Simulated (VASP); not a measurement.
# O (R-3m) in VASP: notebook

The runs below take O through electric field gradients, with PBE.

All numbers are computed with VASP 6.6.1; they aren't measurements. Logs are shortened: lines on timing, memory, paths and dates and some standing lists are left out, and cuts for length are marked.

## 1. The cell of the first run

The structure is trigonal, space group R-3m (No. 166). The conventional cell has a = 2.808 Å, b = 2.808 Å, c = 10.087 Å, α = 90.00°, β = 90.00°, γ = 120.00°. O (site symmetry 3m) has 1 O at 1.16 Å within 1.6 Å.

## 2. Electric field gradients, PBE (11.48 Å³/atom)

INCAR reads:

```
SYSTEM = O
ALGO = Normal
EDIFF = 1E-8
ENCUT = 520
GGA = PE
ISIF = 2
ISMEAR = -1
LASPH = .TRUE.
LCHARG = .FALSE.
LEFG = .TRUE.
LREAL = .FALSE.
LWAVE = .FALSE.
NBANDS = 13
NELM = 80
PREC = Accurate
SIGMA = 0.02
```

KPOINTS reads:

```
k-points
0
G
  10 10 10
  0 0 0
```

POSCAR reads:

```
O
1.0
    1.4041122177      0.8106645668      3.3622362452
   -1.4041122177      0.8106645668      3.3622362452
    0.0000000000     -1.6213291337      3.3622362452
O
2
Direct
    0.0577000000      0.0577000000      0.0577000000
    0.9423000000      0.9423000000      0.9423000000
```

Potentials or basis: VASP PAW PBE potentials, release 64 (O).

Started as:

```
cat potpaw_PBE.64/O/POTCAR > POTCAR
mpirun -np 1 vasp_std > vasp.out
```

OUTCAR:

```text
SYSTEM = O
   EDIFF = 1E-8
   ENCUT = 520
   GGA = PE
   ISIF = 2
   ISMEAR = -1
   LASPH = .TRUE.
   LREAL = .FALSE.
   NELM = 80
   PREC = Accurate

 ion  position               nearest neighbor table
   1  0.058  0.058  0.058-   2 1.16
   2  0.942  0.942  0.942-   1 1.16

  LATTYP: Found a trigonal (rhomboedric) cell.
 ALAT       =     3.7327390383
 COS(alpha) =     0.7170052526

  Lattice vectors:

 A1 = (   1.4041122177,   0.8106645668,   3.3622362452)
 A2 = (  -1.4041122177,   0.8106645668,   3.3622362452)
 A3 = (   0.0000000000,  -1.6213291337,   3.3622362452)

Analysis of symmetry for initial positions (statically):
=====================================================================
 Subroutine PRICEL returns:
 Original cell was already a primitive cell.

 Routine SETGRP: Setting up the symmetry group for a
 trigonal (rhombohedral) supercell.

 Subroutine GETGRP returns: Found 12 space group operations
 (whereof 12 operations were pure point group operations)
 out of a pool of 12 trial point group operations.

The static configuration has the point symmetry D_3d.

Analysis of symmetry for dynamics (positions and initial velocities):
=====================================================================
 Subroutine PRICEL returns:
 Original cell was already a primitive cell.

 Routine SETGRP: Setting up the symmetry group for a
 trigonal (rhombohedral) supercell.

 Subroutine GETGRP returns: Found 12 space group operations
 (whereof 12 operations were pure point group operations)
 out of a pool of 12 trial point group operations.

The dynamic configuration has the point symmetry D_3d.

 Subroutine INISYM returns: Found 12 space group operations
 (whereof 12 operations are pure point group operations),
 and found     1 'primitive' translations

----------------------------------------------------------------------------------------

                                     Primitive cell

  volume of cell :      22.9627

  direct lattice vectors                    reciprocal lattice vectors
     1.404112218  0.810664567  3.362236245     0.356096894  0.205592638  0.099140366
    -1.404112218  0.810664567  3.362236245    -0.356096894  0.205592638  0.099140366
     0.000000000 -1.621329134  3.362236245     0.000000000 -0.411185276  0.099140366

[... 134 lines left out ...]
 fundamental gap:      0.0360742734
 Fermi energy:         0.8381168137

 k-point     1 :       0.0000    0.0000    0.0000
  band No.  band energies     occupation
      1     -27.9130      2.00000
      2     -13.0328      2.00000
      3      -8.6202      2.00000
      4      -6.0140      2.00000
      5      -6.0140      2.00000
      6       1.4333      0.00000
      7       1.4333      0.00000
      8       9.2552      0.00000
      9      13.0215      0.00000
     10      16.0019      0.00000
     11      19.9877      0.00000
     12      22.3363      0.00000
     13      22.3363      0.00000
[... 354 lines left out ...]
  band No.  band energies     occupation
      1     -27.5805      2.00000
      2     -13.2238      2.00000
      3      -8.0437      2.00000
      4      -6.7225      2.00000
      5      -6.6170      2.00000
      6      -0.1420      2.00000
      7       1.3520      0.00000
      8      11.1092      0.00000
      9      13.2784      0.00000
     10      15.8726      0.00000
     11      16.5530      0.00000
     12      20.4929      0.00000
     13      23.1976      0.00000

 [... further k-points ...]

------------------------ aborting loop because EDIFF is reached ----------------------------------------

  FORCE on cell =-STRESS in cart. coord.  units (eV):
  Direction    XX          YY          ZZ          XY          YZ          ZX
  --------------------------------------------------------------------------------------
  -------------------------------------------------------------------------------------
  Total       -0.8742470     -0.8742470      8.1650949      0.0000000     -0.0000000      0.0000000
  in kB      -60.9989329    -60.9989329    569.7040877      0.0000000     -0.0000000      0.0000000
  external PRESSURE =     149.2354073 kB  Pullay stress =       0.0000000 kB

 VOLUME and BASIS-vectors are now :
 -----------------------------------------------------------------------------
  energy-cutoff  :      520.00
  volume of cell :       22.96
      direct lattice vectors                 reciprocal lattice vectors
     1.404112218  0.810664567  3.362236245     0.356096894  0.205592638  0.099140366
    -1.404112218  0.810664567  3.362236245    -0.356096894  0.205592638  0.099140366
     0.000000000 -1.621329134  3.362236245     0.000000000 -0.411185276  0.099140366

 POSITION                                       TOTAL-FORCE (eV/Angst)
 -----------------------------------------------------------------------------------
      0.00000     -0.00000      0.58200         0.000000     -0.000000      6.002958
      0.00000     -0.00000      9.50471         0.000000      0.000000     -6.002958
 -----------------------------------------------------------------------------------
    total drift:                                0.000000     -0.000000      0.000000

  FREE ENERGIE OF THE ION-ELECTRON SYSTEM (eV)
  ---------------------------------------------------
  free  energy   TOTEN  =        -9.2197934861 eV

  energy  without entropy=       -9.2181748732  energy(sigma->0) =       -9.21898418

 Electric field gradients (V/A^2)
---------------------------------------------------------------------
 ion       V_xx      V_yy      V_zz      V_xy      V_xz      V_yz
---------------------------------------------------------------------
   1     -56.747   -56.747   113.494    -0.000     0.000     0.000
   2     -56.747   -56.747   113.494     0.000    -0.000     0.000
---------------------------------------------------------------------

 Electric field gradients after diagonalization (V/A^2)
 (convention: |V_zz| > |V_xx| > |V_yy|)
----------------------------------------------------------------------
 ion       V_xx      V_yy      V_zz     asymmetry (V_yy - V_xx)/ V_zz
----------------------------------------------------------------------
   1     -56.747   -56.747   113.494       0.000
   2     -56.747   -56.747   113.494       0.000
----------------------------------------------------------------------

           NMR quadrupolar parameters

 Cq : quadrupolar parameter    Cq=e*Q*V_zz/h
 eta: asymmetry parameters     (V_yy - V_xx)/ V_zz
 Q  : nuclear electric quadrupole moment in mb (millibarn)
----------------------------------------------------------------------
 ion       Cq(MHz)       eta       Q (mb)
----------------------------------------------------------------------
   1       0.274       0.000       1.000
   2       0.274       0.000       1.000
----------------------------------------------------------------------
```

It took 59 s on 1 thread of Intel Xeon 8259CL, shared host; peak memory 0.16 GiB.

What came out:

```
Free energy                             : -9.2198 eV
Pressure                                : 14.9 GPa
Largest force                           : 6.003 eV/Å
Band gap on the k mesh                  : zero (bands 6 and 7 overlap by 1.39 eV)
Largest electric field gradient by atom : O +113.5 V/Å²
```

Forces on the atoms (eV/Å):
```
O    0.000  0.000  6.003
O    0.000  0.000 -6.003
```

Levels at points of the mesh, in eV from the Fermi level:
| k point | band 4 | band 5 | band 6 | band 7 | band 8 | band 9 |
| --- | --- | --- | --- | --- | --- | --- |
| (0.00, 0.00, 0.00) | -6.85 | -6.85 | 0.60 | 0.60 | 8.42 | 12.18 |
| (0.50, 0.00, 0.00) | -8.09 | -7.26 | -0.79 | 0.07 | 10.94 | 12.76 |
| (0.50, 0.50, 0.00) | -7.47 | -7.43 | -1.44 | 0.65 | 10.53 | 11.77 |
| (0.50, 0.50, 0.50) | -6.96 | -6.96 | 0.86 | 0.86 | 8.35 | 8.61 |

Electric field gradients, principal values (V/Å²):
| atom | least | middle | greatest (by size) |
| --- | --- | --- | --- |
| 1 O | -56.747 | -56.747 | 113.494 |
| 2 O | -56.747 | -56.747 | 113.494 |

Caveat: the standard files for N, O and F lose accuracy on very short bonds; spin is off for a triplet molecule; the stress differs along the axes, from -6 to 57 GPa; this functional lacks dispersion, which holds the molecules together, so the pressure and a relaxed volume are unreliable; without QUAD_EFG the Cq values of the log hold for a quadrupole moment of 1 mb, not for the nuclei; forces of over 1 eV/Å act on the atoms, so gaps and moduli don't describe the material at rest.

## 3. Electric field gradients, PBE (11.72 Å³/atom)

This run uses another cell than the first one, of 11.72 Å³/atom.

INCAR reads:

```
ALGO = Normal ; EDIFF = 1E-8
ENCUT = 520 ; GGA = PE
ISIF = 2 ; ISMEAR = -1
LASPH = True ; LCHARG = False
LEFG = True ; LREAL = False
LWAVE = False ; NBANDS = 13
NELM = 60 ; PREC = Accurate
SIGMA = 0.02
```

KPOINTS reads:

```
k-points
0
Gamma
  10 10 10
```

POSCAR reads:

```
O
1.0
    1.4137960563      0.8162555336      3.3854248141
   -1.4137960563      0.8162555336      3.3854248141
    0.0000000000     -1.6325110673      3.3854248141
O
2
Direct
    0.0577000000      0.0577000000      0.0577000000
    0.9423000000      0.9423000000      0.9423000000
```

Potentials or basis: VASP PAW PBE potentials, release 64 (O).

Started as:

```
cat potpaw_PBE.64/O/POTCAR > POTCAR
mpirun -np 1 vasp_std > vasp.out
```

OUTCAR:

```text
EDIFF = 1E-8
   ENCUT = 520
   GGA = PE
   ISIF = 2
   ISMEAR = -1
   LASPH = True
   LREAL = False
   NELM = 60
   PREC = Accurate

 ion  position               nearest neighbor table
   1  0.058  0.058  0.058-   2 1.17
   2  0.942  0.942  0.942-   1 1.17

  LATTYP: Found a trigonal (rhomboedric) cell.
 ALAT       =     3.7584828797
 COS(alpha) =     0.7170052526

  Lattice vectors:

 A1 = (   1.4137960563,   0.8162555336,   3.3854248141)
 A2 = (  -1.4137960563,   0.8162555336,   3.3854248141)
 A3 = (   0.0000000000,  -1.6325110673,   3.3854248141)

Analysis of symmetry for initial positions (statically):
=====================================================================
 Subroutine PRICEL returns:
 Original cell was already a primitive cell.

 Routine SETGRP: Setting up the symmetry group for a
 trigonal (rhombohedral) supercell.

 Subroutine GETGRP returns: Found 12 space group operations
[... 569 lines left out ...]
  energy-cutoff  :      520.00
  volume of cell :       23.44
      direct lattice vectors                 reciprocal lattice vectors
     1.413796056  0.816255534  3.385424814     0.353657798  0.204184425  0.098461302
    -1.413796056  0.816255534  3.385424814    -0.353657798  0.204184425  0.098461302
     0.000000000 -1.632511067  3.385424814     0.000000000 -0.408368850  0.098461301

 POSITION                                       TOTAL-FORCE (eV/Angst)
 -----------------------------------------------------------------------------------
      0.00000     -0.00000      0.58602         0.000000     -0.000000      5.119717
      0.00000     -0.00000      9.57026         0.000000      0.000000     -5.119717
 -----------------------------------------------------------------------------------
    total drift:                                0.000000     -0.000000      0.000000

  FREE ENERGIE OF THE ION-ELECTRON SYSTEM (eV)
  ---------------------------------------------------
  free  energy   TOTEN  =        -9.2614781316 eV

  energy  without entropy=       -9.2597705088  energy(sigma->0) =       -9.26062432

 Electric field gradients (V/A^2)
---------------------------------------------------------------------
 ion       V_xx      V_yy      V_zz      V_xy      V_xz      V_yz
---------------------------------------------------------------------
   1     -58.047   -58.047   116.094    -0.000     0.000     0.000
   2     -58.047   -58.047   116.094     0.000    -0.000     0.000
---------------------------------------------------------------------

 Electric field gradients after diagonalization (V/A^2)
 (convention: |V_zz| > |V_xx| > |V_yy|)
----------------------------------------------------------------------
 ion       V_xx      V_yy      V_zz     asymmetry (V_yy - V_xx)/ V_zz
----------------------------------------------------------------------
   1     -58.047   -58.047   116.094       0.000
   2     -58.047   -58.047   116.094       0.000
----------------------------------------------------------------------

           NMR quadrupolar parameters

 Cq : quadrupolar parameter    Cq=e*Q*V_zz/h
 eta: asymmetry parameters     (V_yy - V_xx)/ V_zz
 Q  : nuclear electric quadrupole moment in mb (millibarn)
----------------------------------------------------------------------
 ion       Cq(MHz)       eta       Q (mb)
----------------------------------------------------------------------
   1       0.281       0.000       1.000
   2       0.281       0.000       1.000
----------------------------------------------------------------------
```

Wall time 68 s (1 thread of Intel Xeon 8259CL, shared host); peak memory 0.16 GiB.

Results:

```
Free energy                             : -9.2615 eV
Pressure                                : 12.0 GPa
Largest force                           : 5.120 eV/Å
Band gap on the k mesh                  : zero (bands 6 and 7 overlap by 1.34 eV)
Largest electric field gradient by atom : O +116.1 V/Å²
```

Forces in eV/Å, atoms in the order of the input:
```
O    0.000  0.000  5.120
O    0.000  0.000 -5.120
```

Electric field gradients, principal values (V/Å²):
| atom | least | middle | greatest (by size) |
| --- | --- | --- | --- |
| 1 O | -58.047 | -58.047 | 116.094 |
| 2 O | -58.047 | -58.047 | 116.094 |

Caveat: the standard files for N, O and F lose accuracy on very short bonds; spin is off for a triplet molecule; the stress differs along the axes, from -6 to 48 GPa; this functional lacks dispersion, which holds the molecules together, so the pressure and a relaxed volume are unreliable; without QUAD_EFG the Cq values of the log hold for a quadrupole moment of 1 mb, not for the nuclei; forces of over 1 eV/Å act on the atoms, so gaps and moduli don't describe the material at rest.

## 4. Electric field gradients, PBE

This run uses another cell than the first one, of 11.96 Å³/atom.

INCAR reads:

```
SYSTEM = O
PREC = Accurate
ENCUT = 520
EDIFF = 1E-8
ISMEAR = -1
SIGMA = 0.02
LREAL = .FALSE.
LASPH = .TRUE.
NELM = 100
ALGO = Normal
ISIF = 2
LWAVE = .FALSE.
LCHARG = .FALSE.
GGA = PE
LEFG = .TRUE.
NBANDS = 13
```

KPOINTS reads:

```
regular mesh
0
G
  10 10 10
  0 0 0
```

POSCAR reads:

```
O
1.0
    1.4233490221      0.8217709410      3.4083000000
   -1.4233490221      0.8217709410      3.4083000000
    0.0000000000     -1.6435418821      3.4083000000
O
2
Direct
    0.0577000000      0.0577000000      0.0577000000
    0.9423000000      0.9423000000      0.9423000000
```

Potentials or basis: VASP PAW PBE potentials, release 64 (O).

Started as:

```
cat potpaw_PBE.64/O/POTCAR > POTCAR
mpirun -np 1 vasp_std > vasp.out
```

OUTCAR:

```text
SYSTEM = O
   PREC = Accurate
   ENCUT = 520
   EDIFF = 1E-8
   ISMEAR = -1
   LREAL = .FALSE.
   LASPH = .TRUE.
   NELM = 100
   ISIF = 2
   GGA = PE

 ion  position               nearest neighbor table
   1  0.058  0.058  0.058-   2 1.18
   2  0.942  0.942  0.942-   1 1.18

  LATTYP: Found a trigonal (rhomboedric) cell.
 ALAT       =     3.7838788046
 COS(alpha) =     0.7170052526

  Lattice vectors:

 A1 = (   1.4233490221,   0.8217709410,   3.4083000000)
 A2 = (  -1.4233490221,   0.8217709410,   3.4083000000)
[... 596 lines left out ...]
  free  energy   TOTEN  =        -9.2947090558 eV

  energy  without entropy=       -9.2929123974  energy(sigma->0) =       -9.29381073

 Electric field gradients (V/A^2)
---------------------------------------------------------------------
 ion       V_xx      V_yy      V_zz      V_xy      V_xz      V_yz
---------------------------------------------------------------------
   1     -59.295   -59.295   118.590    -0.000     0.000     0.000
   2     -59.295   -59.295   118.590     0.000    -0.000     0.000
---------------------------------------------------------------------

 Electric field gradients after diagonalization (V/A^2)
 (convention: |V_zz| > |V_xx| > |V_yy|)
----------------------------------------------------------------------
 ion       V_xx      V_yy      V_zz     asymmetry (V_yy - V_xx)/ V_zz
----------------------------------------------------------------------
   1     -59.295   -59.295   118.590       0.000
   2     -59.295   -59.295   118.590       0.000
----------------------------------------------------------------------

           NMR quadrupolar parameters

 Cq : quadrupolar parameter    Cq=e*Q*V_zz/h
 eta: asymmetry parameters     (V_yy - V_xx)/ V_zz
 Q  : nuclear electric quadrupole moment in mb (millibarn)
----------------------------------------------------------------------
 ion       Cq(MHz)       eta       Q (mb)
----------------------------------------------------------------------
   1       0.287       0.000       1.000
   2       0.287       0.000       1.000
----------------------------------------------------------------------
```

Run time: 84 s. Hardware: 1 thread of Intel Xeon 8259CL, shared host; peak memory 0.16 GiB.

Results:

| Item | Value |
| --- | --- |
| Free energy | -9.2947 eV |
| Pressure | 9.3 GPa |
| Largest force | 4.296 eV/Å |
| Band gap on the k mesh | zero (bands 6 and 7 overlap by 1.29 eV) |
| Largest electric field gradient by atom | O +118.6 V/Å² |

Forces on the atoms (eV/Å):
```
O    0.000  0.000  4.296
O    0.000  0.000 -4.296
```

Electric field gradients, principal values (V/Å²):
| atom | least | middle | greatest (by size) |
| --- | --- | --- | --- |
| 1 O | -59.295 | -59.295 | 118.590 |
| 2 O | -59.295 | -59.295 | 118.590 |

Caveat: the standard files for N, O and F lose accuracy on very short bonds; spin is off for a triplet molecule; the stress differs along the axes, from -6 to 41 GPa; this functional lacks dispersion, which holds the molecules together, so the pressure and a relaxed volume are unreliable; without QUAD_EFG the Cq values of the log hold for a quadrupole moment of 1 mb, not for the nuclei; forces of over 1 eV/Å act on the atoms, so gaps and moduli don't describe the material at rest.

## 5. Summary

| cell | gap on the mesh (eV) | pressure (GPa) | largest force (eV/Å) |
| --- | --- | --- | --- |
| a = 3.733 Å, angles 44.2°, 2 atoms | none | 14.9 | 6.00 |
| a = 3.758 Å, angles 44.2°, 2 atoms | none | 12.0 | 5.12 |
| a = 3.784 Å, angles 44.2°, 2 atoms | none | 9.3 | 4.30 |

Alike in all rows: task electric field gradients; level PBE; potentials or basis VASP PAW PBE potentials, release 64 (O); no spin polarisation; k mesh 10 × 10 × 10; cutoff (eV) 520; smearing fermi-dirac 0.02 eV.

Caveats: the standard files for N, O and F lose accuracy on very short bonds; spin is off for a triplet molecule; this functional lacks dispersion, which holds the molecules together, so the pressure and a relaxed volume are unreliable; forces of over 1 eV/Å act on the atoms, so gaps and moduli don't describe the material at rest; the stress differs along the axes, from -6 to 57 GPa (at least some runs); the stress differs along the axes, from -6 to 48 GPa (at least some runs); the stress differs along the axes, from -6 to 41 GPa (at least some runs).

Total energies depend on the potentials used, so only differences within one code and one set of settings carry meaning.

The gap in the log of VASP goes by the Fermi energy; the results here count the filled bands.